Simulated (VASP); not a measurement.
# SbTe2O (P4/mmm) in VASP: a series of runs, part 2 of 2

VASP 6.6.1.

**3. Single point, PBE**

This run uses another cell than the first one, of 28.74 Å³/atom, 1.112 times its volume.

INCAR

```
SYSTEM = SbTe2O
PREC = Accurate ; ENCUT = 520
EDIFF = 1E-6 ; ISMEAR = 0
SIGMA = 0.1 ; LREAL = .FALSE.
LASPH = .TRUE. ; NELM = 60
ALGO = Normal ; ISIF = 2
LWAVE = .FALSE. ; LCHARG = .FALSE.
GGA = PE ; NBANDS = 20
```

KPOINTS

```
regular mesh
0
G
  4 4 4
  0 0 0
```

POSCAR

```
SbTe2O
1.0
    4.3837545200      0.0000000000      0.0000000000
    0.0000000000      4.3837545200      0.0000000000
    0.0000000000      0.0000000000      5.9826718600
Sb Te O
1 2 1
Direct
    0.0000000000      0.0000000000      0.0000000000
    0.0000000000      0.0000000000      0.5000000000
    0.5000000000      0.5000000000      0.0000000000
    0.5000000000      0.5000000000      0.5000000000
```

Potentials or basis: VASP PAW PBE potentials, release 64 (Sb, Te, O).

Command:

```console
cat potpaw_PBE.64/Sb/POTCAR potpaw_PBE.64/Te/POTCAR potpaw_PBE.64/O/POTCAR > POTCAR
mpirun -np 1 vasp_std > vasp.out
```

OUTCAR:

```text
SYSTEM = SbTe2O
   PREC = Accurate
   ENCUT = 520
   EDIFF = 1E-6
   ISMEAR = 0
   LREAL = .FALSE.
   LASPH = .TRUE.
   NELM = 60
   ISIF = 2
   GGA = PE

 ion  position               nearest neighbor table
   1  0.000  0.000  0.000-   2 2.99   2 2.99   3 3.10   3 3.10   3 3.10   3 3.10
   2  0.000  0.000  0.500-   1 2.99   1 2.99
   3  0.500  0.500  0.000-   1 3.10   1 3.10   1 3.10   1 3.10
   4  0.500  0.500  0.500-

  LATTYP: Found a simple tetragonal cell.
 ALAT       =     4.3837545200
 C/A-ratio  =     1.3647369698

  Lattice vectors:

 A1 = (   4.3837545200,   0.0000000000,   0.0000000000)
 A2 = (   0.0000000000,   4.3837545200,   0.0000000000)
 A3 = (   0.0000000000,   0.0000000000,   5.9826718600)

Analysis of symmetry for initial positions (statically):
=====================================================================
 Subroutine PRICEL returns:
 Original cell was already a primitive cell.

 Routine SETGRP: Setting up the symmetry group for a
 simple tetragonal supercell.

 Subroutine GETGRP returns: Found 16 space group operations
 (whereof 16 operations were pure point group operations)
 out of a pool of 16 trial point group operations.

The static configuration has the point symmetry D_4h.

Analysis of symmetry for dynamics (positions and initial velocities):
=====================================================================
 Subroutine PRICEL returns:
 Original cell was already a primitive cell.

 Routine SETGRP: Setting up the symmetry group for a
 simple tetragonal supercell.

 Subroutine GETGRP returns: Found 16 space group operations
 (whereof 16 operations were pure point group operations)
 out of a pool of 16 trial point group operations.

The dynamic configuration has the point symmetry D_4h.

 Subroutine INISYM returns: Found 16 space group operations
 (whereof 16 operations are pure point group operations),
 and found     1 'primitive' translations

----------------------------------------------------------------------------------------

                                     Primitive cell

  volume of cell :     114.9708

  direct lattice vectors                    reciprocal lattice vectors
     4.383754520  0.000000000  0.000000000     0.228114963  0.000000000  0.000000000
     0.000000000  4.383754520  0.000000000     0.000000000  0.228114963  0.000000000
     0.000000000  0.000000000  5.982671860     0.000000000  0.000000000  0.167149398

  length of vectors
     4.383754520  4.383754520  5.982671860     0.228114963  0.228114963  0.167149398

  position of ions in fractional coordinates (direct lattice)
     0.000000000  0.000000000  0.000000000
     0.000000000  0.000000000  0.500000000
     0.500000000  0.500000000  0.000000000
     0.500000000  0.500000000  0.500000000

  ion indices of the primitive-cell ions
   primitive index   ion index
                 1           1
                 2           2
                 3           3
                 4           4

----------------------------------------------------------------------------------------

 KPOINTS: regular mesh

Automatic generation of k-mesh.
 Grid dimensions read from file:
 generate k-points for:    4    4    4

 Generating k-lattice:

  Cartesian coordinates                     Fractional coordinates (reciprocal lattice)
     0.057028741  0.000000000  0.000000000     0.250000000  0.000000000  0.000000000
     0.000000000  0.057028741  0.000000000     0.000000000  0.250000000  0.000000000
     0.000000000  0.000000000  0.041787350     0.000000000  0.000000000  0.250000000

  Length of vectors
     0.057028741  0.057028741  0.041787350

  Shift w.r.t. Gamma in fractional coordinates (k-lattice)
     0.000000000  0.000000000  0.000000000

 Subroutine IBZKPT returns following result:
 ===========================================

 Found     18 irreducible k-points:

 Following reciprocal coordinates:
            Coordinates               Weight
  0.000000  0.000000  0.000000      1.000000
  0.250000  0.000000  0.000000      4.000000
  0.500000  0.000000  0.000000      2.000000
  0.250000  0.250000  0.000000      4.000000
  0.500000  0.250000  0.000000      4.000000
  0.500000  0.500000  0.000000      1.000000
[... 10 lines left out ...]
  0.500000  0.250000  0.500000      4.000000
  0.500000  0.500000  0.500000      1.000000
   k-points           NKPTS =     18   k-points in BZ     NKDIM =     18   number of bands    NBANDS=     20
   number of dos      NEDOS =    301   number of ions     NIONS =      4
   total plane-waves  NPLWV =  62208
   dimension x,y,z NGX =    36 NGY =   36 NGZ =   48
   dimension x,y,z NGXF=    72 NGYF=   72 NGZF=   96
   ions per type =               1   2   1
   NGX,Y,Z   is equivalent  to a cutoff of  13.65, 13.65, 13.34 a.u.
   NGXF,Y,Z  is equivalent  to a cutoff of  27.30, 27.30, 26.68 a.u.
 SYSTEM =  SbTe2O
   PREC   = accura    normal or accurate (medium, high low for compatibility)
   ISTART =      0    job   : 0-new  1-cont  2-samecut
   ICHARG =      2    charge: 1-file 2-atom 10-const
   ISPIN  =      1    spin polarized calculation?
   LNONCOLLINEAR =      F non collinear calculations
   LSORBIT =      F    spin-orbit coupling
   LASPH  =      T    aspherical Exc in radial PAW
   ENCUT  =  520.0 eV  38.22 Ry    6.18 a.u.   8.15  8.15 11.12*2*pi/ulx,y,z
   NELM   =     60;   NELMIN=  2; NELMDL= -5     # of ELM steps
   EDIFF  = 0.1E-05   stopping-criterion for ELM
   LREAL  =      F    real-space projection
   EDIFFG = 0.1E-04   stopping-criterion for IOM
   NSW    =      0    number of steps for IOM
   IBRION =     -1    ionic relax: 0-MD 1-quasi-New 2-CG
   NFREE  =      0    steps in history (QN), initial steepest desc. (CG)
   ISIF   =      2    stress and relaxation
   ISYM   =      2    0-nonsym 1-usesym 2-fastsym
   POTIM  = 0.5000    time-step for ionic-motion
   TEBEG  =    0.0;   TEEND  =   0.0 temperature during run
   PSTRESS=    0.0 pullay stress
   NELECT =      23.0000    total number of electrons
   NUPDOWN=      -1.0000    fix difference up-down
   EMIN   =  10.00;   EMAX   =-10.00  energy-range for DOS
   EFERMI =   0.00;   METHOD = LEGACY
   ISMEAR =     0;   SIGMA  =   0.10  broadening in eV -4-tet -1-fermi 0-gaus
   EFERMI_NEDOS =   21; number of points for ismear=-14 and -15
   IALGO  =     38    algorithm
   IMIX   =      4    mixing-type and parameters
     AMIX     =   0.40;   BMIX     =  1.00
     AMIX_MAG =   1.60;   BMIX_MAG =  1.00
  volume/ion in A,a.u.               =      28.74       193.97
  Fermi-wavevector in a.u.,A,eV,Ry     =   0.957462  1.809341 12.472917  0.916734
  Thomas-Fermi vector in A             =   2.086482
   LORBIT       =      0    0 simple, 1 ext, 2 COOP (PROOUT), +10 PAW based schemes
   GGA     = PE    functional components
   LHFCALC =     F    Hartree Fock is set to
   AEXX    =    0.0000 exact exchange contribution
   IVDW    =     0    specifies the selected vdW correction
   LEPSILON=     F    determine dielectric tensor
   LRPA    =     F    only Hartree local field effects (RPA)
 non-spin polarized calculation
 Gauss-broadening in eV      SIGMA  =   0.10
  energy-cutoff  :      520.00
  volume of cell :      114.97
 maximum number of plane-waves:      3118
 NGX is ok and might be reduce to    36
   NGX = 17   NGY = 17   NGZ = 23

 number of electron      22.9999995 magnetization

 Free energy of the ion-electron system (eV)
  ---------------------------------------------------
  ext. energy  EPLUGINS =         0.00000000
  ---------------------------------------------------
  free energy    TOTEN  =       -13.45006051 eV

  energy without entropy =      -13.43016877  energy(sigma->0) =      -13.44011464

 E-fermi :   4.7997     XC(G=0):  -9.0840

 val. band max:        4.7590695349   @ k =   0.2500   0.0000   0.0000
 cond. band min:       4.8321661787   @ k =   0.2500   0.0000   0.2500
 fundamental gap:      0.0730966438
 Fermi energy:         4.7996926481

 k-point     1 :       0.0000    0.0000    0.0000
  band No.  band energies     occupation
      1     -11.5062      2.00000
      2      -7.7855      2.00000
      3      -5.7350      2.00000
      4      -2.0627      2.00000
      5      -0.4220      2.00000
      6       1.1619      2.00000
[... 12 lines left out ...]
     19      10.7931      0.00000
[... 375 lines left out ...]
      4      -4.5338      2.00000
      5      -0.3557      2.00000
      6      -0.3557      2.00000
[... 12 lines left out ...]
     19      12.3504      0.00000
     20      12.3504      0.00000

------------------------ aborting loop because EDIFF is reached ----------------------------------------

  FORCE on cell =-STRESS in cart. coord.  units (eV):
  Direction    XX          YY          ZZ          XY          YZ          ZX
  --------------------------------------------------------------------------------------
  -------------------------------------------------------------------------------------
  Total       -3.9207833     -3.9207833     -2.7967861      0.0000000      0.0000000      0.0000000
  in kB      -54.6381254    -54.6381254    -38.9746480      0.0000000      0.0000000      0.0000000
  external PRESSURE =     -49.4169663 kB  Pullay stress =       0.0000000 kB

 VOLUME and BASIS-vectors are now :
 -----------------------------------------------------------------------------
  energy-cutoff  :      520.00
  volume of cell :      114.97
      direct lattice vectors                 reciprocal lattice vectors
     4.383754520  0.000000000  0.000000000     0.228114963  0.000000000  0.000000000
     0.000000000  4.383754520  0.000000000     0.000000000  0.228114963  0.000000000
     0.000000000  0.000000000  5.982671860     0.000000000  0.000000000  0.167149398

 POSITION                                       TOTAL-FORCE (eV/Angst)
 -----------------------------------------------------------------------------------
      0.00000      0.00000      0.00000         0.000000      0.000000      0.000000
      0.00000      0.00000      2.99134         0.000000      0.000000      0.000000
      2.19188      2.19188      0.00000         0.000000      0.000000      0.000000
      2.19188      2.19188      2.99134         0.000000      0.000000      0.000000
 -----------------------------------------------------------------------------------
    total drift:                                0.000000      0.000000      0.000000

  FREE ENERGIE OF THE ION-ELECTRON SYSTEM (eV)
  ---------------------------------------------------
  free  energy   TOTEN  =       -13.4500605083 eV

  energy  without entropy=      -13.4301687652  energy(sigma->0) =      -13.44011464
```

OSZICAR:

```text
N       E                     dE             d eps       ncg     rms          rms(c)
DAV:   1     0.108254491353E+03    0.10825E+03   -0.84600E+03   720   0.904E+02
DAV:   2    -0.626967606616E+01   -0.11452E+03   -0.11176E+03  1016   0.164E+02
DAV:   3    -0.160678473323E+02   -0.97982E+01   -0.96093E+01   880   0.534E+01
DAV:   4    -0.162066270851E+02   -0.13878E+00   -0.13867E+00   920   0.710E+00
DAV:   5    -0.162085925503E+02   -0.19655E-02   -0.19654E-02   864   0.778E-01    0.121E+01
DAV:   6    -0.199290849776E+02   -0.37205E+01   -0.28738E+01   872   0.290E+01    0.257E+01
DAV:   7    -0.136105889608E+02    0.63185E+01   -0.69946E+01   836   0.140E+01    0.565E+00
DAV:   8    -0.134811970242E+02    0.12939E+00   -0.12833E+00   752   0.516E+00    0.248E+00
DAV:   9    -0.134565077959E+02    0.24689E-01   -0.24190E-01   840   0.191E+00    0.149E+00
DAV:  10    -0.134520163694E+02    0.44914E-02   -0.23115E-02   784   0.741E-01    0.100E+00
DAV:  11    -0.134513345752E+02    0.68179E-03   -0.41043E-03   816   0.357E-01    0.582E-01
DAV:  12    -0.134502949857E+02    0.10396E-02   -0.44264E-03   820   0.266E-01    0.167E-01
DAV:  13    -0.134500570083E+02    0.23798E-03   -0.77041E-04   824   0.128E-01    0.624E-02
DAV:  14    -0.134500731348E+02   -0.16127E-04   -0.71245E-05   900   0.411E-02    0.639E-02
DAV:  15    -0.134500604108E+02    0.12724E-04   -0.37117E-05   828   0.243E-02    0.160E-02
DAV:  16    -0.134500605083E+02   -0.97463E-07   -0.52462E-06   784   0.978E-03
   1 F= -.13450061E+02 E0= -.13440115E+02  d E =-.198917E-01
```

Run time: 33 s. Hardware: 1 thread of Intel Xeon Platinum 8488C (Sapphire Rapids), shared host; peak memory 0.25 GiB.

What came out:

| Item | Value |
| --- | --- |
| Free energy | -13.4501 eV |
| Pressure | -4.9 GPa |

Caveat: spin-orbit coupling is left out, which moves the levels of the heavy elements; an odd number of electrons without spin polarisation forces a metal; a magnetic or distorted state may lie lower.

**4. Relaxation of cell and atoms, PBE**

This run uses another cell than the first one, of 28.74 Å³/atom, 1.112 times its volume.

INCAR

```
PREC = Accurate
ENCUT = 600
EDIFF = 1E-6
ISMEAR = 0
SIGMA = 0.1
LREAL = False
LASPH = True
NELM = 100
ALGO = Normal
ISIF = 3
LWAVE = False
LCHARG = False
GGA = PE
IBRION = 2
NSW = 90
EDIFFG = -0.04
```

KPOINTS

```
regular mesh
0
Gamma
  4 4 4
```

POSCAR is that of step 3.

Command:

```console
cat potpaw_PBE.64/Sb/POTCAR potpaw_PBE.64/Te/POTCAR potpaw_PBE.64/O/POTCAR > POTCAR
mpirun -np 1 vasp_std > vasp.out
```

Run time: 2.5 min. Hardware: 1 thread of Intel Xeon Platinum 8488C (Sapphire Rapids), shared host; peak memory 0.27 GiB.

Results (log left out):

| Property | Result |
| --- | --- |
| Free energy | -13.7263 eV |
| Relaxed volume | 25.68 Å³/atom |
| Relaxed cell | a = 4.106 Å, b = 4.106 Å, c = 6.094 Å, α = 90.00°, β = 90.00°, γ = 90.00° |
| Space group after relaxing (to 0.05 Å) | P4/mmm (No. 123) |
| Energy gained by relaxing | 69.0 meV/atom |
| Ionic steps | 9 |
| Pressure after relaxing | 0.0 GPa |

Step by step:
| step | energy change (eV) | largest force (eV/Å) | pressure (GPa) | volume (Å³) |
| --- | --- | --- | --- | --- |
| 1 | 0.0000 | 0.0000 | -4.95 | 114.97 |
| 2 | -0.2134 | 0.0000 | 1.31 | 100.80 |
| 3 | -0.2194 | 0.0000 | 0.24 | 102.58 |
| 4 | -0.2474 | 0.0000 | 0.34 | 102.24 |
| 5 | -0.2684 | 0.0000 | 1.03 | 101.05 |
| 6 | -0.2723 | 0.0000 | 0.82 | 101.34 |
| 7 | -0.2728 | 0.0000 | 0.74 | 101.45 |
| 8 | -0.2739 | 0.0000 | -0.57 | 103.79 |
| 9 | -0.2758 | 0.0000 | -0.01 | 102.73 |

Final structure:
```yaml
crystal:
  lattice:
    - [4.10579, 0.00000, 0.00000]
    - [0.00000, 4.10579, 0.00000]
    - [0.00000, 0.00000, 6.09420]
  atoms:
    - { symbol: Sb, position: [0.00000, 0.00000, 0.00000] }
    - { symbol: Te, position: [0.00000, 0.00000, 0.50000] }
    - { symbol: Te, position: [0.50000, 0.50000, 0.00000] }
    - { symbol: O, position: [0.50000, 0.50000, 0.50000] }
```

Levels at points of the mesh, in eV from the Fermi level:
| k point | band 7 | band 8 | band 9 | band 10 | band 11 | band 12 | band 13 | band 14 | band 15 |
| --- | --- | --- | --- | --- | --- | --- | --- | --- | --- |
| (0.00, 0.00, 0.00) | -4.05 | -2.56 | -2.56 | -1.95 | 0.30 | 1.13 | 1.13 | 2.59 | 4.60 |
| (0.50, 0.00, 0.00) | -2.26 | -2.06 | -1.86 | -1.43 | -1.27 | -0.02 | 0.21 | 0.40 | 0.63 |
| (0.50, 0.50, 0.00) | -4.05 | -3.82 | -3.82 | -3.09 | 0.55 | 1.07 | 1.07 | 3.07 | 3.07 |
| (0.00, 0.00, 0.50) | -2.99 | -2.89 | -2.89 | -2.55 | -0.17 | 1.06 | 1.06 | 1.68 | 2.77 |
| (0.50, 0.00, 0.50) | -1.85 | -1.80 | -1.70 | -1.67 | -0.64 | -0.56 | -0.51 | -0.30 | -0.04 |
| (0.50, 0.50, 0.50) | -4.20 | -4.20 | -1.72 | -1.24 | -0.63 | 0.04 | 0.87 | 0.87 | 5.51 |

Caveat: the bands computed are all filled at some k points, so no gap is given; spin-orbit coupling is left out, which moves the levels of the heavy elements.

**5. Summary**

```tsv
task	cell	cutoff (eV)	gap on the mesh (eV)	pressure (GPa)
single point	a = 4.116, b = 4.116, c = 6.102 Å, 4 atoms	520	none	-0.3
single point	a = 4.384, b = 4.384, c = 5.983 Å, 4 atoms	520	none	-4.9
relaxation of cell and atoms	relaxed from a = 4.384, b = 4.384, c = 5.983 Å, 4 atoms	600	-	0.0
```

Alike in all rows: level PBE; potentials or basis VASP PAW PBE potentials, release 64 (Sb, Te, O); no spin polarisation; k mesh 4 × 4 × 4; smearing gaussian 0.1 eV.

Caveats: some runs use coarse meshes; spin-orbit coupling is left out, which moves the levels of the heavy elements; an odd number of electrons without spin polarisation forces a metal (some runs); a magnetic or distorted state may lie lower (some runs); the bands computed are all filled at some k points, so no gap is given (some runs).

Total energies depend on the potentials used, so only differences within one code and one set of settings carry meaning.
